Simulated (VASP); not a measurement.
NbSiO4: single point with PBE

The system is NbSiO4.

```
Nb Si O
1.0
     3.38170    0.00000    0.00000
     0.00000    3.38170    0.00000
     0.00000    0.00000    4.88835
Nb Si O
1 1 4
Direct
  0.00000 0.00000 0.50000
  0.50000 0.50000 0.00000
  0.50000 0.00000 0.23764
  0.50000 0.00000 0.76236
  0.00000 0.50000 0.76236
  0.00000 0.50000 0.23764
```

The cell was generated, and may not be a known phase.

```
Program             : VASP 6.6.1
Task                : single point
Functional          : PBE
Potentials or basis : VASP PAW PBE potentials, release 64 (Nb_sv, Si, O)
Cutoff              : 520 eV
k mesh              : 12 × 12 × 8
Occupations         : gaussian, width 0.1 eV
Spin                : no spin polarisation
```

- Pressure: -0.1 GPa
- Largest force: 0.018 eV/Å
- Band gap on the k mesh: zero (an odd number of electrons rules out a gap without spin polarisation)

Forces in eV/Å, atoms in the order of the input:
```
Nb   0.000  0.000  0.000
Si   0.000  0.000  0.000
O    0.000  0.000  0.018
O    0.000  0.000 -0.018
O    0.000  0.000 -0.018
O    0.000  0.000  0.018
```

Levels at points of the mesh, in eV from the Fermi level:
| k point | band 19 | band 20 | band 21 | band 22 | band 23 | band 24 |
| --- | --- | --- | --- | --- | --- | --- |
| (0.00, 0.00, 0.00) | -2.87 | -2.03 | -1.95 | 0.43 | 1.70 | 4.05 |
| (0.50, 0.00, 0.00) | -3.76 | -2.49 | 0.43 | 0.45 | 2.55 | 2.73 |
| (0.50, 0.50, 0.00) | -2.37 | -1.91 | -1.69 | 1.28 | 3.74 | 3.74 |
| (0.00, 0.00, 0.50) | -2.41 | -2.41 | 0.23 | 0.45 | 0.76 | 3.79 |
| (0.50, 0.00, 0.50) | -4.30 | -4.03 | 0.65 | 1.09 | 3.13 | 3.75 |
| (0.50, 0.50, 0.50) | -2.18 | -1.86 | -0.08 | 1.32 | 2.37 | 3.12 |

Run time: 110 s on 1 thread of AMD EPYC 9R45 96-Core Processor (Zen 5), with other jobs on the host, peak memory 0.29 GiB.

Caveat: an odd number of electrons without spin polarisation forces a metal; a magnetic or distorted state may lie lower.
